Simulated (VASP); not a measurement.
# TaN (P-62m) in VASP: a series of runs

Runs on TaN. Level: PBEsol. Tasks: single point.

All numbers are computed with VASP 6.6.1; they aren't measurements. Logs are shortened: lines on timing, memory, paths and dates and some standing lists are left out, and cuts for length are marked.

## Step 1: The cell of the first run

The structure is hexagonal, space group P-62m (No. 189). Conventional cell: a = 5.196 Å, b = 5.196 Å, c = 2.911 Å, α = 90.00°, β = 90.00°, γ = 120.00°. Within 3.0 Å of Ta (site symmetry -6) lie 6 N at 2.16 Å and 5 Ta at 2.91 to 3.00 Å. Ta (site symmetry -62m) has 3 N at 2.04 Å within 2.7 Å. N (site symmetry m2m) has 5 Ta at 2.04 to 2.16 Å and 6 N at 2.77 to 2.91 Å within 3.0 Å.

## Step 2: Single point, PBEsol

The input, INCAR:

```
SYSTEM = TaN
ALGO     = Normal         ! electronic algorithm
EDIFF    = 1E-6           ! SCF threshold, eV
ENCUT    = 520            ! plane-wave cutoff, eV
GGA      = PS             ! functional
ISIF     = 2              ! what is computed and relaxed
ISMEAR   = -1             ! smearing method
LASPH    = .TRUE.         ! aspherical terms in the spheres
LCHARG   = .FALSE.        ! write CHGCAR
LREAL    = .FALSE.        ! projectors in reciprocal space
LWAVE    = .FALSE.        ! write WAVECAR
NBANDS   = 33             ! bands
NELM     = 80             ! most SCF steps
PREC     = Accurate       ! precision mode
SIGMA    = 0.01           ! smearing width, eV
```

The input, KPOINTS:

```
k-points
0
G
  6 6 9
  0 0 0
```

The input, POSCAR:

```
TaN
1.0
    5.1960008669      0.0000000000      0.0000000000
   -2.5980004334      4.4998687488      0.0000000000
    0.0000000000      0.0000000000      2.9110000000
Ta N
3 3
Direct
    0.3333333333      0.6666666667      0.5000000000
    0.6666666667      0.3333333333      0.5000000000
    0.0000000000      0.0000000000      0.0000000000
    0.3928500000      0.0000000000      0.0000000000
    0.6071500000      0.6071500000      0.0000000000
    0.0000000000      0.3928500000      0.0000000000
```

Potentials or basis: VASP PAW PBE potentials, release 64 (Ta_pv, N).

The run is started by

```console
$ cat potpaw_PBE.64/Ta_pv/POTCAR potpaw_PBE.64/N/POTCAR > POTCAR
$ mpirun -np 1 vasp_std > vasp.out
```

OUTCAR:

```text
SYSTEM = TaN
   EDIFF = 1E-6
   ENCUT = 520
   GGA = PS
   ISIF = 2
   ISMEAR = -1
   LASPH = .TRUE.
   LREAL = .FALSE.
   NELM = 80
   PREC = Accurate

 ion  position               nearest neighbor table
   1  0.333  0.667  0.500-   4 2.16   4 2.16   6 2.16   6 2.16   5 2.16   5 2.16   2 3.00   2 3.00
                             2 3.00   3 3.33   3 3.33   3 3.33   3 3.33   3 3.33   3 3.33
   2  0.667  0.333  0.500-   6 2.16   6 2.16   4 2.16   4 2.16   5 2.16   5 2.16   1 3.00   1 3.00
                             1 3.00   3 3.33   3 3.33   3 3.33   3 3.33   3 3.33   3 3.33
   3  0.000  0.000  0.000-   6 2.04   4 2.04   5 2.04   2 3.33   1 3.33   1 3.33   2 3.33   1 3.33
                             1 3.33   2 3.33   2 3.33   2 3.33   2 3.33   1 3.33   1 3.33
   4  0.393  0.000  0.000-   3 2.04   1 2.16   1 2.16   2 2.16   2 2.16
   5  0.607  0.607  0.000-   3 2.04   2 2.16   2 2.16   1 2.16   1 2.16
   6  0.000  0.393  0.000-   3 2.04   2 2.16   2 2.16   1 2.16   1 2.16

  LATTYP: Found a hexagonal cell.
 ALAT       =     5.1960008669
 C/A-ratio  =     0.5602385516

  Lattice vectors:

 A1 = (   5.1960008669,   0.0000000000,   0.0000000000)
 A2 = (  -2.5980004334,   4.4998687488,   0.0000000000)
 A3 = (   0.0000000000,   0.0000000000,   2.9110000000)

Analysis of symmetry for initial positions (statically):
=====================================================================
 Subroutine PRICEL returns:
 Original cell was already a primitive cell.

 Routine SETGRP: Setting up the symmetry group for a
 hexagonal supercell.

 Subroutine GETGRP returns: Found 12 space group operations
 (whereof 12 operations were pure point group operations)
 out of a pool of 24 trial point group operations.

The static configuration has the point symmetry D_3h.

Analysis of symmetry for dynamics (positions and initial velocities):
=====================================================================
 Subroutine PRICEL returns:
 Original cell was already a primitive cell.

 Routine SETGRP: Setting up the symmetry group for a
 hexagonal supercell.

 Subroutine GETGRP returns: Found 12 space group operations
 (whereof 12 operations were pure point group operations)
 out of a pool of 24 trial point group operations.

The dynamic configuration has the point symmetry D_3h.

 Subroutine INISYM returns: Found 12 space group operations
 (whereof 12 operations are pure point group operations),
 and found     1 'primitive' translations

----------------------------------------------------------------------------------------

                                     Primitive cell

  volume of cell :      68.0630

  direct lattice vectors                    reciprocal lattice vectors
     5.196000867  0.000000000  0.000000000     0.192455703  0.111114352  0.000000000
    -2.598000433  4.499868749  0.000000000     0.000000000  0.222228704  0.000000000
     0.000000000  0.000000000  2.911000000     0.000000000  0.000000000  0.343524562

  length of vectors
     5.196000867  5.196000867  2.911000000     0.222228704  0.222228704  0.343524562

  position of ions in fractional coordinates (direct lattice)
     0.333333333  0.666666667  0.500000000
     0.666666667  0.333333333  0.500000000
     0.000000000  0.000000000  0.000000000
     0.392850000  0.000000000  0.000000000
     0.607150000  0.607150000  0.000000000
     0.000000000  0.392850000  0.000000000

  ion indices of the primitive-cell ions
   primitive index   ion index
                 1           1
                 2           2
                 3           3
                 4           4
                 5           5
                 6           6

----------------------------------------------------------------------------------------

 KPOINTS: k-points

Automatic generation of k-mesh.
 Grid dimensions read from file:
 generate k-points for:    6    6    9

 Generating k-lattice:

  Cartesian coordinates                     Fractional coordinates (reciprocal lattice)
     0.032075951  0.018519059  0.000000000     0.166666667  0.000000000  0.000000000
     0.000000000  0.037038117  0.000000000     0.000000000  0.166666667  0.000000000
     0.000000000  0.000000000  0.038169396     0.000000000  0.000000000  0.111111111

  Length of vectors
     0.037038117  0.037038117  0.038169396

  Shift w.r.t. Gamma in fractional coordinates (k-lattice)
     0.000000000  0.000000000  0.000000000

 Subroutine IBZKPT returns following result:
 ===========================================

 Found     35 irreducible k-points:

 Following reciprocal coordinates:
            Coordinates               Weight
  0.000000  0.000000  0.000000      1.000000
  0.166667 -0.000000  0.000000      6.000000
  0.333333 -0.000000  0.000000      6.000000
  0.500000  0.000000  0.000000      3.000000
  0.166667  0.166667  0.000000      6.000000
  0.333333  0.166667  0.000000     12.000000
[... 16 lines left out ...]
  0.166667 -0.000000  0.333333     12.000000
  0.333333 -0.000000  0.333333     12.000000
 [... further k-points ...]
   k-points           NKPTS =     35   k-points in BZ     NKDIM =     35   number of bands    NBANDS=     33
   number of dos      NEDOS =    301   number of ions     NIONS =      6
   total plane-waves  NPLWV =  38400
   dimension x,y,z NGX =    40 NGY =   40 NGZ =   24
   dimension x,y,z NGXF=    80 NGYF=   80 NGZF=   48
   ions per type =               3   3
   NGX,Y,Z   is equivalent  to a cutoff of  12.80, 12.80, 13.71 a.u.
   NGXF,Y,Z  is equivalent  to a cutoff of  25.60, 25.60, 27.41 a.u.
 SYSTEM =  TaN
   PREC   = accura    normal or accurate (medium, high low for compatibility)
   ISTART =      0    job   : 0-new  1-cont  2-samecut
   ICHARG =      2    charge: 1-file 2-atom 10-const
   ISPIN  =      1    spin polarized calculation?
   LNONCOLLINEAR =      F non collinear calculations
   LSORBIT =      F    spin-orbit coupling
   LASPH  =      T    aspherical Exc in radial PAW
   ENCUT  =  520.0 eV  38.22 Ry    6.18 a.u.   9.66  9.66  5.41*2*pi/ulx,y,z
   NELM   =     80;   NELMIN=  2; NELMDL= -5     # of ELM steps
   EDIFF  = 0.1E-05   stopping-criterion for ELM
   LREAL  =      F    real-space projection
   EDIFFG = 0.1E-04   stopping-criterion for IOM
   NSW    =      0    number of steps for IOM
   IBRION =     -1    ionic relax: 0-MD 1-quasi-New 2-CG
   NFREE  =      0    steps in history (QN), initial steepest desc. (CG)
   ISIF   =      2    stress and relaxation
   ISYM   =      2    0-nonsym 1-usesym 2-fastsym
   POTIM  = 0.5000    time-step for ionic-motion
   TEBEG  =    0.0;   TEEND  =   0.0 temperature during run
   PSTRESS=    0.0 pullay stress
   NELECT =      48.0000    total number of electrons
   NUPDOWN=      -1.0000    fix difference up-down
   EMIN   =  10.00;   EMAX   =-10.00  energy-range for DOS
   EFERMI =   0.00;   METHOD = LEGACY
   ISMEAR =    -1;   SIGMA  =   0.01  broadening in eV -4-tet -1-fermi 0-gaus
   EFERMI_NEDOS =   21; number of points for ismear=-14 and -15
   IALGO  =     38    algorithm
   IMIX   =      4    mixing-type and parameters
     AMIX     =   0.40;   BMIX     =  1.00
     AMIX_MAG =   1.60;   BMIX_MAG =  1.00
  volume/ion in A,a.u.               =      11.34        76.55
  Fermi-wavevector in a.u.,A,eV,Ry     =   1.457197  2.753702 28.890910  2.123422
  Thomas-Fermi vector in A             =   2.574026
   LORBIT       =      0    0 simple, 1 ext, 2 COOP (PROOUT), +10 PAW based schemes
   GGA     = PS    functional components
   LHFCALC =     F    Hartree Fock is set to
   AEXX    =    0.0000 exact exchange contribution
   IVDW    =     0    specifies the selected vdW correction
   LEPSILON=     F    determine dielectric tensor
   LRPA    =     F    only Hartree local field effects (RPA)
 non-spin polarized calculation
  energy-cutoff  :      520.00
  volume of cell :       68.06
 maximum number of plane-waves:      1847
 NGX is ok and might be reduce to    40
   NGX = 19   NGY = 19   NGZ = 11

 number of electron      48.0000002 magnetization

 Free energy of the ion-electron system (eV)
  ---------------------------------------------------
  ext. energy  EPLUGINS =         0.00000000
  ---------------------------------------------------
  free energy    TOTEN  =       -71.43246453 eV

  energy without entropy =      -71.43141388  energy(sigma->0) =      -71.43193920

 E-fermi :   8.1552     XC(G=0): -13.1612

 val. band max:        8.1513538973   @ k =   0.1667  -0.0000   0.3333
 cond. band min:       8.1609914697   @ k =   0.1667  -0.0000   0.2222
 fundamental gap:      0.0096375724
 Fermi energy:         8.1552262586

 k-point     1 :       0.0000    0.0000    0.0000
  band No.  band energies     occupation
      1     -28.0007      2.00000
      2     -28.0007      2.00000
      3     -27.6472      2.00000
      4     -27.6472      2.00000
      5     -27.4738      2.00000
      6     -27.3657      2.00000
[... 25 lines left out ...]
     32      11.3467      0.00000
     33      11.3467      0.00000

 k-point     2 :       0.1667   -0.0000    0.0000
  band No.  band energies     occupation
      1     -28.0236      2.00000
      2     -27.9935      2.00000
      3     -27.6281      2.00000
      4     -27.6172      2.00000
      5     -27.4670      2.00000
      6     -27.3719      2.00000
[... 25 lines left out ...]
     32      11.2870      0.00000
     33      11.5537      0.00000
[... 754 lines left out ...]
     32      11.6500      0.00000
     33      12.8110      0.00000

 k-point    24 :       0.3333   -0.0000    0.3333
  band No.  band energies     occupation
      1     -28.1069      2.00000
      2     -27.9919      2.00000
      3     -27.9226      2.00000
      4     -27.8320      2.00000
      5     -27.5716      2.00000
      6     -27.4780      2.00000
[... 25 lines left out ...]
     32      11.8847      0.00000
     33      13.2282      0.00000

 [... further k-points ...]

------------------------ aborting loop because EDIFF is reached ----------------------------------------

  FORCE on cell =-STRESS in cart. coord.  units (eV):
  Direction    XX          YY          ZZ          XY          YZ          ZX
  --------------------------------------------------------------------------------------
  -------------------------------------------------------------------------------------
  Total       -1.0290807     -1.0290807     -1.7085585     -0.0000000      0.0000000      0.0000000
  in kB      -24.2241614    -24.2241614    -40.2188059     -0.0000000      0.0000000      0.0000000
  external PRESSURE =     -29.5557096 kB  Pullay stress =       0.0000000 kB

 VOLUME and BASIS-vectors are now :
 -----------------------------------------------------------------------------
  energy-cutoff  :      520.00
  volume of cell :       68.06
      direct lattice vectors                 reciprocal lattice vectors
     5.196000867  0.000000000  0.000000000     0.192455703  0.111114352  0.000000000
    -2.598000433  4.499868749  0.000000000     0.000000000  0.222228704  0.000000000
     0.000000000  0.000000000  2.911000000     0.000000000  0.000000000  0.343524562

 POSITION                                       TOTAL-FORCE (eV/Angst)
 -----------------------------------------------------------------------------------
     -0.00000      2.99991      1.45550         0.000000     -0.000000     -0.000000
      2.59800      1.49996      1.45550         0.000000     -0.000000     -0.000000
      0.00000      0.00000      0.00000         0.000000     -0.000000     -0.000000
      2.04125      0.00000      0.00000         0.029641     -0.000000      0.000000
      1.57738      2.73210      0.00000        -0.014821     -0.025670     -0.000000
     -1.02062      1.76777      0.00000        -0.014821      0.025670     -0.000000
 -----------------------------------------------------------------------------------
    total drift:                               -0.000002     -0.000003      0.000000

  FREE ENERGIE OF THE ION-ELECTRON SYSTEM (eV)
  ---------------------------------------------------
  free  energy   TOTEN  =       -71.4324645318 eV

  energy  without entropy=      -71.4314138772  energy(sigma->0) =      -71.43193920
```

It took 81 s on 1 thread of Intel Xeon Platinum 8259CL at 2.50GHz (Skylake/Cascade Lake), shared host; peak memory 0.22 GiB.

What came out:

```
Free energy            : -71.4325 eV
Pressure               : -3.0 GPa
Largest force          : 0.030 eV/Å
Band gap on the k mesh : zero (bands 24 and 25 overlap by 3.10 eV)
```

Forces in eV/Å, atoms in the order of the input:
```
Ta   0.000  0.000  0.000
Ta   0.000  0.000  0.000
Ta   0.000  0.000  0.000
N    0.030  0.000  0.000
N   -0.015 -0.026  0.000
N   -0.015  0.026  0.000
```

Caveat: the PAW data sets were made with another functional, which shifts forces and pressure a little; spin-orbit coupling is left out, which moves the levels of the heavy elements.

## Step 3: Single point, PBEsol (zz strain of +2 %)

The input, INCAR:

```
SYSTEM = TaN
ALGO = Normal ; EDIFF = 1E-6
ENCUT = 520 ; GGA = PS
ISIF = 2 ; ISMEAR = -1
LASPH = .True. ; LCHARG = .False.
LREAL = .False. ; LWAVE = .False.
NBANDS = 33 ; NELM = 60
PREC = Accurate ; SIGMA = 0.01
```

The input, KPOINTS:

```
k-points
0
Gamma
  6 6 9
  0 0 0
```

POSCAR: that of step 2 with these lines changed.

```diff
@@ -4,3 +4,3 @@
    -2.5980004334      4.4998687488      0.0000000000
-    0.0000000000      0.0000000000      2.9110000000
+    0.0000000000      0.0000000000      2.9692200000
 Ta N
```

Potentials or basis: VASP PAW PBE potentials, release 64 (Ta_pv, N).

The run is started by

```console
$ cat potpaw_PBE.64/Ta_pv/POTCAR potpaw_PBE.64/N/POTCAR > POTCAR
$ mpirun -np 1 vasp_std > vasp.out
```

Wall time 42 s (1 thread of Intel Xeon Platinum 8488C (Sapphire Rapids), shared host); peak memory 0.22 GiB.

Results (log left out):

| Property | Result |
| --- | --- |
| Free energy | -71.3481 eV |
| Pressure | -9.2 GPa |
| Largest force | 0.047 eV/Å |
| Band gap on the k mesh | zero (bands 24 and 25 overlap by 2.66 eV) |

Forces in eV/Å, atoms in the order of the input:
```
Ta   0.000  0.000  0.000
Ta   0.000  0.000  0.000
Ta   0.000  0.000  0.000
N    0.047  0.000  0.000
N   -0.024 -0.041  0.000
N   -0.024  0.041  0.000
```

Stress tensor (GPa, compression positive):
```
 -5.77   0.00   0.00
  0.00  -5.77   0.00
  0.00   0.00 -16.17
```

Levels at points of the mesh, in eV from the Fermi level:
```tsv
k point	band 20	band 21	band 22	band 23	band 24	band 25	band 26	band 27	band 28	band 29
(0.00, 0.00, 0.00)	-4.83	-4.19	-3.38	-1.72	-0.82	-0.82	0.40	0.40	1.76	1.76
(0.50, 0.00, 0.00)	-4.55	-3.76	-3.66	-2.71	-2.51	1.05	1.67	1.91	2.23	2.26
```

Caveat: the cell differs from its parent crystal (zz strain of +2 %); the cell stands under tension; the PAW data sets were made with another functional, which shifts forces and pressure a little; spin-orbit coupling is left out, which moves the levels of the heavy elements.
